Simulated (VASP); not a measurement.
# TaN (Fm-3m) in VASP: further runs

Runs on TaN. Level: LDA. Tasks: single point.

All numbers are computed with VASP 6.6.1; they aren't measurements. Logs are shortened: lines on timing, memory, paths and dates and some standing lists are left out, and cuts for length are marked.

## 1. The cell of the first run

It takes space group Fm-3m (No. 225, cubic). The conventional cell has a = 4.239 Å, b = 4.239 Å, c = 4.239 Å, α = 90.00°, β = 90.00°, γ = 90.00°. Ta (site symmetry m-3m) has 6 N at 2.12 Å within 2.8 Å. N (site symmetry m-3m) has 6 Ta at 2.12 Å within 2.8 Å.

## 2. Single point, LDA

The input, INCAR:

```
SYSTEM = TaN
PREC     = Accurate       ! precision mode
ENCUT    = 520            ! plane-wave cutoff, eV
EDIFF    = 1E-6           ! SCF threshold, eV
ISMEAR   = -1             ! smearing method
SIGMA    = 0.1            ! smearing width, eV
LREAL    = .False.        ! projectors in reciprocal space
LASPH    = .True.         ! aspherical terms in the spheres
NELM     = 100            ! most SCF steps
ALGO     = Normal         ! electronic algorithm
ISIF     = 2              ! what is computed and relaxed
LWAVE    = .False.        ! write WAVECAR
LCHARG   = .False.        ! write CHGCAR
GGA      = CA             ! functional
NBANDS   = 15             ! bands
```

The input, KPOINTS:

```
Automatic mesh
0
Gamma
  11 11 11
  0 0 0
```

The input, POSCAR:

```
TaN
1.0
    0.0000000000      2.1192710523      2.1192710523
    2.1192710523      0.0000000000      2.1192710523
    2.1192710523      2.1192710523      0.0000000000
Ta N
1 1
Direct
    0.5000000000      0.5000000000      0.5000000000
    0.0000000000      0.0000000000      0.0000000000
```

Potentials or basis: VASP PAW LDA potentials, release 64 (Ta_pv, N).

Launch:

```
$ cat potpaw_LDA.64/Ta_pv/POTCAR potpaw_LDA.64/N/POTCAR > POTCAR
$ mpirun -np 1 vasp_std > vasp.out
```

OUTCAR:

```text
SYSTEM = TaN
   PREC = Accurate
   ENCUT = 520
   EDIFF = 1E-6
   ISMEAR = -1
   LREAL = .False.
   LASPH = .True.
   NELM = 100
   ISIF = 2
   GGA = CA

 ion  position               nearest neighbor table
   1  0.500  0.500  0.500-   2 2.12   2 2.12   2 2.12   2 2.12   2 2.12   2 2.12
   2  0.000  0.000  0.000-   1 2.12   1 2.12   1 2.12   1 2.12   1 2.12   1 2.12

  LATTYP: Found a face centered cubic cell.
 ALAT       =     4.2385421046

  Lattice vectors:

 A1 = (   0.0000000000,   2.1192710523,   2.1192710523)
 A2 = (   2.1192710523,   0.0000000000,   2.1192710523)
 A3 = (   2.1192710523,   2.1192710523,   0.0000000000)

Analysis of symmetry for initial positions (statically):
=====================================================================
 Subroutine PRICEL returns:
 Original cell was already a primitive cell.

 Routine SETGRP: Setting up the symmetry group for a
 face centered cubic supercell.

 Subroutine GETGRP returns: Found 48 space group operations
 (whereof 48 operations were pure point group operations)
 out of a pool of 48 trial point group operations.

The static configuration has the point symmetry O_h .

Analysis of symmetry for dynamics (positions and initial velocities):
=====================================================================
 Subroutine PRICEL returns:
 Original cell was already a primitive cell.

 Routine SETGRP: Setting up the symmetry group for a
 face centered cubic supercell.

 Subroutine GETGRP returns: Found 48 space group operations
 (whereof 48 operations were pure point group operations)
 out of a pool of 48 trial point group operations.

The dynamic configuration has the point symmetry O_h .

 Subroutine INISYM returns: Found 48 space group operations
 (whereof 48 operations are pure point group operations),
 and found     1 'primitive' translations

----------------------------------------------------------------------------------------

                                     Primitive cell

  volume of cell :      19.0366

  direct lattice vectors                    reciprocal lattice vectors
     0.000000000  2.119271052  2.119271052    -0.235930180  0.235930180  0.235930180
     2.119271052  0.000000000  2.119271052     0.235930180 -0.235930180  0.235930180
     2.119271052  2.119271052  0.000000000     0.235930180  0.235930180 -0.235930180

  length of vectors
     2.997101865  2.997101865  2.997101865     0.408643058  0.408643058  0.408643058

  position of ions in fractional coordinates (direct lattice)
[... 83 lines left out ...]
   IBRION =     -1    ionic relax: 0-MD 1-quasi-New 2-CG
   NFREE  =      0    steps in history (QN), initial steepest desc. (CG)
   ISIF   =      2    stress and relaxation
   ISYM   =      2    0-nonsym 1-usesym 2-fastsym
   POTIM  = 0.5000    time-step for ionic-motion
   TEBEG  =    0.0;   TEEND  =   0.0 temperature during run
   PSTRESS=    0.0 pullay stress
   NELECT =      16.0000    total number of electrons
   NUPDOWN=      -1.0000    fix difference up-down
   EMIN   =  10.00;   EMAX   =-10.00  energy-range for DOS
   EFERMI =   0.00;   METHOD = LEGACY
   ISMEAR =    -1;   SIGMA  =   0.10  broadening in eV -4-tet -1-fermi 0-gaus
   EFERMI_NEDOS =   21; number of points for ismear=-14 and -15
   IALGO  =     38    algorithm
   IMIX   =      4    mixing-type and parameters
     AMIX     =   0.40;   BMIX     =  1.00
     AMIX_MAG =   1.60;   BMIX_MAG =  1.00
  volume/ion in A,a.u.               =       9.52        64.23
  Fermi-wavevector in a.u.,A,eV,Ry     =   1.544964  2.919558 32.475927  2.386913
  Thomas-Fermi vector in A             =   2.650410
   LORBIT       =      0    0 simple, 1 ext, 2 COOP (PROOUT), +10 PAW based schemes
   GGA     = CA    functional components
   LHFCALC =     F    Hartree Fock is set to
   AEXX    =    0.0000 exact exchange contribution
   IVDW    =     0    specifies the selected vdW correction
   LEPSILON=     F    determine dielectric tensor
   LRPA    =     F    only Hartree local field effects (RPA)
 non-spin polarized calculation
  energy-cutoff  :      520.00
  volume of cell :       19.04
 maximum number of plane-waves:       532
   NGX = 11   NGY = 11   NGZ = 11

 number of electron      16.0000000 magnetization

 Free energy of the ion-electron system (eV)
  ---------------------------------------------------
  ext. energy  EPLUGINS =         0.00000000
  ---------------------------------------------------
  free energy    TOTEN  =       -23.97769828 eV

  energy without entropy =      -23.95292015  energy(sigma->0) =      -23.96530921

 E-fermi :  10.7419     XC(G=0): -14.2707

 val. band max:       10.6667451080   @ k =  -0.3636   0.2727   0.0909
 cond. band min:      10.7431381085   @ k =   0.0000   0.0000   0.0000
 fundamental gap:      0.0763930005
 Fermi energy:        10.7418630085

 k-point     1 :       0.0000    0.0000    0.0000
  band No.  band energies     occupation
      1     -24.6271      2.00000
      2     -24.6271      2.00000
      3     -24.6271      2.00000
      4      -8.8034      2.00000
      5       6.6371      2.00000
      6       6.6371      2.00000
      7       6.6371      2.00000
      8       8.2548      2.00000
      9       8.2548      2.00000
     10       8.2548      2.00000
     11      10.7431      0.99362
     12      10.7431      0.99362
     13      13.4811      0.00000
     14      20.2330      0.00000
[... 401 lines left out ...]
      2     -24.9055      2.00000
      3     -24.6737      2.00000
      4      -6.7372      2.00000
      5       1.7758      2.00000
      6       3.1405      2.00000
      7       4.1499      2.00000
      8       9.8678      1.99968
      9      10.3515      1.96046
     10      12.3553      0.00000
     11      13.1548      0.00000
     12      17.3393      0.00000
     13      17.5419      0.00000
     14      22.3732      0.00000
     15      25.0904      0.00000

 [... further k-points ...]
[... 5 lines left out ...]
  --------------------------------------------------------------------------------------
  -------------------------------------------------------------------------------------
  Total        4.4113930      4.4113930      4.4113930      0.0000000     -0.0000000     -0.0000000
  in kB      371.2759466    371.2759466    371.2759466      0.0000000     -0.0000000     -0.0000000
  external PRESSURE =     371.2759466 kB  Pullay stress =       0.0000000 kB

 VOLUME and BASIS-vectors are now :
 -----------------------------------------------------------------------------
  energy-cutoff  :      520.00
  volume of cell :       19.04
      direct lattice vectors                 reciprocal lattice vectors
     0.000000000  2.119271052  2.119271052    -0.235930180  0.235930180  0.235930180
     2.119271052  0.000000000  2.119271052     0.235930180 -0.235930180  0.235930180
     2.119271052  2.119271052  0.000000000     0.235930180  0.235930180 -0.235930180

 POSITION                                       TOTAL-FORCE (eV/Angst)
 -----------------------------------------------------------------------------------
      2.11927      2.11927      2.11927         0.000000      0.000000     -0.000000
      0.00000      0.00000      0.00000        -0.000000     -0.000000      0.000000
 -----------------------------------------------------------------------------------
    total drift:                                0.000000     -0.000000     -0.000000

  FREE ENERGIE OF THE ION-ELECTRON SYSTEM (eV)
  ---------------------------------------------------
  free  energy   TOTEN  =       -23.9776982789 eV

  energy  without entropy=      -23.9529201475  energy(sigma->0) =      -23.96530921
```

It used 7.9 s of CPU time on 1 thread of Intel Xeon 6975P-C, on a shared host.

Results:

* Free energy: -23.9777 eV
* Pressure: 37.1 GPa
* Band gap on the k mesh: zero (band 8 reaches 12.71 eV, above the bottom of band 9 at 8.25 eV)

Caveat: spin-orbit coupling is left out, which moves the levels of the heavy elements.

## 3. Single point, LDA

This run uses another cell than the first one, of 9.93 Å³/atom, 1.043 times its volume.

The input, INCAR:

```
PREC = Accurate ; ENCUT = 520
EDIFF = 1E-7 ; ISMEAR = -1
SIGMA = 0.1 ; LREAL = F
LASPH = T ; NELM = 60
ALGO = Normal ; ISIF = 2
LWAVE = F ; LCHARG = T
GGA = CA ; LELF = T
LVHAR = T ; NBANDS = 15
```

The input, KPOINTS:

```
Automatic mesh
0
Gamma
  11 11 11
```

The input, POSCAR:

```
TaN
1.0
    0.0000000000      2.1495504440      2.1495504440
    2.1495504440      0.0000000000      2.1495504440
    2.1495504440      2.1495504440      0.0000000000
Ta N
1 1
Direct
    0.5000000000      0.5000000000      0.5000000000
    0.0000000000      0.0000000000      0.0000000000
```

Potentials or basis: VASP PAW LDA potentials, release 64 (Ta_pv, N).

Launch:

```
$ cat potpaw_LDA.64/Ta_pv/POTCAR potpaw_LDA.64/N/POTCAR > POTCAR
$ mpirun -np 1 vasp_std > vasp.out
```

It took 12 s on 1 thread of Intel Xeon 6975P-C, shared host; peak memory 0.14 GiB.

Results (log left out):

```yaml
Free_energy: -24.1148 eV
Pressure: 16.4 GPa
Band_gap_on_the_k_mesh: zero (band 8 reaches 12.07 eV, above the bottom of band 9 at 7.87 eV)
```

Levels at points of the mesh, in eV from the Fermi level:
```tsv
k point	band 6	band 7	band 8	band 9	band 10	band 11
(0.00, 0.00, 0.00)	-3.98	-3.98	-2.35	-2.35	-2.35	-0.01
```

Caveat: spin-orbit coupling is left out, which moves the levels of the heavy elements.

(Part 1 of 2 ends here.)
